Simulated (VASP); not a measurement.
# WC (Fm-3m) in VASP: further runs

WC is run at these levels: LDA; tasks: single point.

All numbers are computed with VASP 6.6.1; they aren't measurements. Logs are shortened: lines on timing, memory, paths and dates and some standing lists are left out, and cuts for length are marked.

### 1 The cell of the first run

It takes space group Fm-3m (No. 225, cubic). The conventional cell has a = 4.265 Å, b = 4.265 Å, c = 4.265 Å, α = 90.00°, β = 90.00°, γ = 90.00°. W (site symmetry m-3m) has 6 C at 2.13 Å within 2.8 Å. C (site symmetry m-3m) has 6 W at 2.13 Å within 2.8 Å.

### 2 Single point, LDA

File INCAR:

```
SYSTEM = WC
ALGO     = Normal         ! electronic algorithm
EDIFF    = 1E-6           ! SCF threshold, eV
ENCUT    = 910            ! plane-wave cutoff, eV
GGA_COMPAT= .False.      
ISIF     = 2              ! what is computed and relaxed
ISMEAR   = -1             ! smearing method
LASPH    = .True.         ! aspherical terms in the spheres
LCHARG   = .True.         ! write CHGCAR
LELF     = .True.         ! ELF
LREAL    = .False.        ! projectors in reciprocal space
LVHAR    = .True.       
LWAVE    = .False.        ! write WAVECAR
NBANDS   = 16             ! bands
NELM     = 120            ! most SCF steps
PREC     = Accurate       ! precision mode
SIGMA    = 0.1            ! smearing width, eV
```

File KPOINTS:

```
k-points
0
Gamma
  11 11 11
  0 0 0
```

File POSCAR:

```
WC
1.0
    0.0000000000      2.1325799578      2.1325799578
    2.1325799578      0.0000000000      2.1325799578
    2.1325799578      2.1325799578      0.0000000000
W C
1 1
Direct
    0.0000000000      0.0000000000      0.0000000000
    0.5000000000      0.5000000000      0.5000000000
```

Potentials or basis: VASP PAW LDA potentials, release 64 (W_sv, C_h).

On the command line:

```console
$ cat potpaw_LDA.64/W_sv/POTCAR potpaw_LDA.64/C_h/POTCAR > POTCAR
$ mpirun -np 1 vasp_std > vasp.out
```

OUTCAR:

```text
SYSTEM = WC
   EDIFF = 1E-6
   ENCUT = 910
   ISIF = 2
   ISMEAR = -1
   LASPH = .True.
   LREAL = .False.
   NELM = 120
   PREC = Accurate

 ion  position               nearest neighbor table
   1  0.000  0.000  0.000-   2 2.13   2 2.13   2 2.13   2 2.13   2 2.13   2 2.13
   2  0.500  0.500  0.500-   1 2.13   1 2.13   1 2.13   1 2.13   1 2.13   1 2.13

  LATTYP: Found a face centered cubic cell.
 ALAT       =     4.2651599156

  Lattice vectors:

 A1 = (   0.0000000000,   2.1325799578,   2.1325799578)
 A2 = (   2.1325799578,   0.0000000000,   2.1325799578)
 A3 = (   2.1325799578,   2.1325799578,   0.0000000000)

Analysis of symmetry for initial positions (statically):
=====================================================================
 Subroutine PRICEL returns:
 Original cell was already a primitive cell.

 Routine SETGRP: Setting up the symmetry group for a
 face centered cubic supercell.

 Subroutine GETGRP returns: Found 48 space group operations
 (whereof 48 operations were pure point group operations)
 out of a pool of 48 trial point group operations.

The static configuration has the point symmetry O_h .

Analysis of symmetry for dynamics (positions and initial velocities):
=====================================================================
 Subroutine PRICEL returns:
 Original cell was already a primitive cell.

 Routine SETGRP: Setting up the symmetry group for a
 face centered cubic supercell.

 Subroutine GETGRP returns: Found 48 space group operations
 (whereof 48 operations were pure point group operations)
 out of a pool of 48 trial point group operations.

The dynamic configuration has the point symmetry O_h .

 Subroutine INISYM returns: Found 48 space group operations
 (whereof 48 operations are pure point group operations),
 and found     1 'primitive' translations

----------------------------------------------------------------------------------------

                                     Primitive cell

  volume of cell :      19.3975

  direct lattice vectors                    reciprocal lattice vectors
     0.000000000  2.132579958  2.132579958    -0.234457798  0.234457798  0.234457798
     2.132579958  0.000000000  2.132579958     0.234457798 -0.234457798  0.234457798
     2.132579958  2.132579958  0.000000000     0.234457798  0.234457798 -0.234457798

  length of vectors
     3.015923499  3.015923499  3.015923499     0.406092818  0.406092818  0.406092818

  position of ions in fractional coordinates (direct lattice)
     0.000000000  0.000000000  0.000000000
     0.500000000  0.500000000  0.500000000

  ion indices of the primitive-cell ions
   primitive index   ion index
                 1           1
                 2           2

----------------------------------------------------------------------------------------

 KPOINTS: k-points

Automatic generation of k-mesh.
 Grid dimensions read from file:
 generate k-points for:   11   11   11

 Generating k-lattice:

  Cartesian coordinates                     Fractional coordinates (reciprocal lattice)
    -0.021314345  0.021314345  0.021314345     0.090909091  0.000000000  0.000000000
     0.021314345 -0.021314345  0.021314345     0.000000000  0.090909091  0.000000000
     0.021314345  0.021314345 -0.021314345     0.000000000  0.000000000  0.090909091

  Length of vectors
     0.036917529  0.036917529  0.036917529

  Shift w.r.t. Gamma in fractional coordinates (k-lattice)
     0.000000000  0.000000000  0.000000000

 Subroutine IBZKPT returns following result:
 ===========================================

 Found     56 irreducible k-points:

 Following reciprocal coordinates:
            Coordinates               Weight
  0.000000  0.000000  0.000000      1.000000
  0.090909  0.000000  0.000000      8.000000
  0.181818  0.000000  0.000000      8.000000
  0.272727  0.000000  0.000000      8.000000
  0.363636  0.000000  0.000000      8.000000
  0.454545  0.000000  0.000000      8.000000
[... 16 lines left out ...]
 -0.272727  0.181818  0.000000     24.000000
 -0.181818  0.181818  0.000000     12.000000
 [... further k-points ...]
   k-points           NKPTS =     56   k-points in BZ     NKDIM =     56   number of bands    NBANDS=     16
   number of dos      NEDOS =    301   number of ions     NIONS =      2
   total plane-waves  NPLWV =  27000
   dimension x,y,z NGX =    30 NGY =   30 NGZ =   30
   dimension x,y,z NGXF=    60 NGYF=   60 NGZF=   60
   ions per type =               1   1
   NGX,Y,Z   is equivalent  to a cutoff of  16.54, 16.54, 16.54 a.u.
   NGXF,Y,Z  is equivalent  to a cutoff of  33.07, 33.07, 33.07 a.u.
 SYSTEM =  WC
   PREC   = accura    normal or accurate (medium, high low for compatibility)
   ISTART =      0    job   : 0-new  1-cont  2-samecut
   ICHARG =      2    charge: 1-file 2-atom 10-const
   ISPIN  =      1    spin polarized calculation?
   LNONCOLLINEAR =      F non collinear calculations
   LSORBIT =      F    spin-orbit coupling
   LASPH  =      T    aspherical Exc in radial PAW
   ENCUT  =  910.0 eV  66.88 Ry    8.18 a.u.   7.42  7.42  7.42*2*pi/ulx,y,z
   NELM   =    120;   NELMIN=  2; NELMDL= -5     # of ELM steps
   EDIFF  = 0.1E-05   stopping-criterion for ELM
   LREAL  =      F    real-space projection
   EDIFFG = 0.1E-04   stopping-criterion for IOM
   NSW    =      0    number of steps for IOM
   IBRION =     -1    ionic relax: 0-MD 1-quasi-New 2-CG
   NFREE  =      0    steps in history (QN), initial steepest desc. (CG)
   ISIF   =      2    stress and relaxation
   ISYM   =      2    0-nonsym 1-usesym 2-fastsym
   POTIM  = 0.5000    time-step for ionic-motion
   TEBEG  =    0.0;   TEEND  =   0.0 temperature during run
   PSTRESS=    0.0 pullay stress
   NELECT =      18.0000    total number of electrons
   NUPDOWN=      -1.0000    fix difference up-down
   EMIN   =  10.00;   EMAX   =-10.00  energy-range for DOS
   EFERMI =   0.00;   METHOD = LEGACY
   ISMEAR =    -1;   SIGMA  =   0.10  broadening in eV -4-tet -1-fermi 0-gaus
   EFERMI_NEDOS =   21; number of points for ismear=-14 and -15
   IALGO  =     38    algorithm
   IMIX   =      4    mixing-type and parameters
     AMIX     =   0.40;   BMIX     =  1.00
     AMIX_MAG =   1.60;   BMIX_MAG =  1.00
  volume/ion in A,a.u.               =       9.70        65.45
  Fermi-wavevector in a.u.,A,eV,Ry     =   1.596799  3.017513 34.691701  2.549768
  Thomas-Fermi vector in A             =   2.694505
   LORBIT       =      0    0 simple, 1 ext, 2 COOP (PROOUT), +10 PAW based schemes
   GGA     = CA    functional components
   LHFCALC =     F    Hartree Fock is set to
   AEXX    =    0.0000 exact exchange contribution
   IVDW    =     0    specifies the selected vdW correction
   LEPSILON=     F    determine dielectric tensor
   LRPA    =     F    only Hartree local field effects (RPA)
 non-spin polarized calculation
  energy-cutoff  :      910.00
  volume of cell :       19.40
 maximum number of plane-waves:      1243
 NGX is ok and might be reduce to    30
   NGX = 15   NGY = 15   NGZ = 15

 number of electron      18.0000000 magnetization

 Free energy of the ion-electron system (eV)
  ---------------------------------------------------
  ext. energy  EPLUGINS =         0.00000000
  ---------------------------------------------------
  free energy    TOTEN  =       -23.76560539 eV

  energy without entropy =      -23.72749537  energy(sigma->0) =      -23.74655038

 E-fermi :  13.9399     XC(G=0): -14.4012

 val. band max:       13.9302667641   @ k =  -0.2727   0.4545   0.1818
 cond. band min:      13.9677635911   @ k =   0.2727   0.2727   0.0000
 fundamental gap:      0.0374968271
 Fermi energy:        13.9399473569

 k-point     1 :       0.0000    0.0000    0.0000
  band No.  band energies     occupation
      1     -60.9653      2.00000
      2     -25.2056      2.00000
      3     -25.2056      2.00000
      4     -25.2056      2.00000
      5      -2.3990      2.00000
      6      10.8623      2.00000
[... 8 lines left out ...]
     15      23.5709      0.00000
     16      38.8874      0.00000

 k-point     2 :       0.0909    0.0000    0.0000
  band No.  band energies     occupation
      1     -60.9607      2.00000
      2     -25.2742      2.00000
      3     -25.2126      2.00000
      4     -25.2126      2.00000
      5      -2.1376      2.00000
      6      10.0563      2.00000
[... 8 lines left out ...]
     15      24.1802      0.00000
     16      36.4088      0.00000

 k-point     3 :       0.1818    0.0000    0.0000
  band No.  band energies     occupation
      1     -60.9485      2.00000
      2     -25.4549      2.00000
      3     -25.2314      2.00000
      4     -25.2314      2.00000
      5      -1.3975      2.00000
      6       8.5474      2.00000
[... 8 lines left out ...]
     15      25.6856      0.00000
     16      33.3203      0.00000

 k-point     4 :       0.2727    0.0000    0.0000
  band No.  band energies     occupation
      1     -60.9323      2.00000
      2     -25.6840      2.00000
      3     -25.2559      2.00000
      4     -25.2559      2.00000
      5      -0.2952      2.00000
      6       6.9417      2.00000
[... 8 lines left out ...]
     15      27.0530      0.00000
     16      31.2872      0.00000
[... 324 lines left out ...]
 k-point    22 :      -0.3636    0.1818    0.0000
  band No.  band energies     occupation
      1     -60.9033      2.00000
      2     -25.8991      2.00000
      3     -25.4763      2.00000
      4     -25.3126      2.00000
      5       1.8411      2.00000
      6       4.5936      2.00000
[... 8 lines left out ...]
     15      27.1162      0.00000
     16      28.1294      0.00000

 k-point    23 :      -0.2727    0.1818    0.0000
  band No.  band energies     occupation
      1     -60.9132      2.00000
      2     -25.7912      2.00000
      3     -25.4571      2.00000
      4     -25.2754      2.00000
      5       1.0057      2.00000
      6       5.4250      2.00000
[... 8 lines left out ...]
     15      27.3760      0.00000
     16      28.2116      0.00000

 k-point    24 :      -0.1818    0.1818    0.0000
  band No.  band energies     occupation
      1     -60.9269      2.00000
      2     -25.6581      2.00000
      3     -25.3903      2.00000
      4     -25.2435      2.00000
      5      -0.0142      2.00000
      6       6.5940      2.00000
[... 8 lines left out ...]
     15      27.3781      0.00000
     16      28.6579      0.00000

 [... further k-points ...]
[... 5 lines left out ...]
  --------------------------------------------------------------------------------------
  -------------------------------------------------------------------------------------
  Total        2.5030769      2.5030769      2.5030769      0.0000000     -0.0000000      0.0000000
  in kB      206.7468063    206.7468063    206.7468063      0.0000000     -0.0000000      0.0000000
  external PRESSURE =     206.7468063 kB  Pullay stress =       0.0000000 kB

 VOLUME and BASIS-vectors are now :
 -----------------------------------------------------------------------------
  energy-cutoff  :      910.00
  volume of cell :       19.40
      direct lattice vectors                 reciprocal lattice vectors
     0.000000000  2.132579958  2.132579958    -0.234457798  0.234457798  0.234457798
     2.132579958  0.000000000  2.132579958     0.234457798 -0.234457798  0.234457798
     2.132579958  2.132579958  0.000000000     0.234457798  0.234457798 -0.234457798

 POSITION                                       TOTAL-FORCE (eV/Angst)
 -----------------------------------------------------------------------------------
      0.00000      0.00000      0.00000         0.000000      0.000000     -0.000000
      2.13258      2.13258      2.13258        -0.000000     -0.000000      0.000000
 -----------------------------------------------------------------------------------
    total drift:                               -0.000000      0.000000      0.000000

  FREE ENERGIE OF THE ION-ELECTRON SYSTEM (eV)
  ---------------------------------------------------
  free  energy   TOTEN  =       -23.7656053904 eV

  energy  without entropy=      -23.7274953716  energy(sigma->0) =      -23.74655038
```

Wall time 28 s (1 thread of Intel Xeon Platinum 8488C (Sapphire Rapids), shared host); peak memory 0.18 GiB.

Results:

| Property | Result |
| --- | --- |
| Free energy | -23.7656 eV |
| Pressure | 20.7 GPa |
| Band gap on the k mesh | zero (band 9 reaches 15.02 eV, above the bottom of band 10 at 11.57 eV) |

Levels at points of the mesh, in eV from the Fermi level:
```csv
k point,band 7,band 8,band 9,band 10,band 11,band 12
"(0.00, 0.00, 0.00)",-3.08,-3.08,-1.18,-1.18,-1.18,-1.05
```

Caveat: the cutoff is under 1.25 times the usual one of these potentials, so pressure, stress and relaxed cells hold a basis-set (Pulay) error; spin-orbit coupling is left out, which moves the levels of the heavy elements.

### 3 Single point, LDA

This run uses another cell than the first one, of 10.96 Å³/atom, 1.130 times its volume.

File INCAR:

```
PREC     = Accurate       # precision mode
ENCUT    = 910            # plane-wave cutoff, eV
EDIFF    = 1E-6           # SCF threshold, eV
ISMEAR   = -1             # smearing method
SIGMA    = 0.1            # smearing width, eV
LREAL    = F              # projectors in reciprocal space
LASPH    = T              # aspherical terms in the spheres
NELM     = 120            # most SCF steps
ALGO     = Normal         # electronic algorithm
ISIF     = 2              # what is computed and relaxed
LWAVE    = F              # write WAVECAR
LCHARG   = F              # write CHGCAR
NBANDS   = 16             # bands
GGA_COMPAT= F
```

File KPOINTS:

```
Automatic mesh
0
Gamma
  11 11 11
```

File POSCAR:

```
WC
1.0
    0.0000000000      2.2215384142      2.2215384142
    2.2215384142      0.0000000000      2.2215384142
    2.2215384142      2.2215384142      0.0000000000
W C
1 1
Direct
    0.0000000000      0.0000000000      0.0000000000
    0.5000000000      0.5000000000      0.5000000000
```

Potentials or basis: VASP PAW LDA potentials, release 64 (W_sv, C_h).

On the command line:

```console
$ cat potpaw_LDA.64/W_sv/POTCAR potpaw_LDA.64/C_h/POTCAR > POTCAR
$ mpirun -np 1 vasp_std > vasp.out
```

Run time: 22 s. Hardware: 1 thread of Intel Xeon Platinum 8259CL at 2.50GHz (Skylake/Cascade Lake), shared host; peak memory 0.19 GiB.

The run converged. Its results:

* Free energy: -23.6856 eV
* Pressure: -25.9 GPa
* Band gap on the k mesh: zero (band 9 reaches 12.82 eV, above the bottom of band 10 at 9.95 eV)

Levels at points of the mesh, in eV from the Fermi level:
```
           k point  band 6  band 7  band 8  band 9  band 10  band 11  band 12  band 13
(0.00, 0.00, 0.00)   -2.60   -2.60   -2.60   -0.93    -0.93    -0.93    -0.93    -0.93
```

Caveat: the cutoff is under 1.25 times the usual one of these potentials, so pressure, stress and relaxed cells hold a basis-set (Pulay) error; spin-orbit coupling is left out, which moves the levels of the heavy elements.
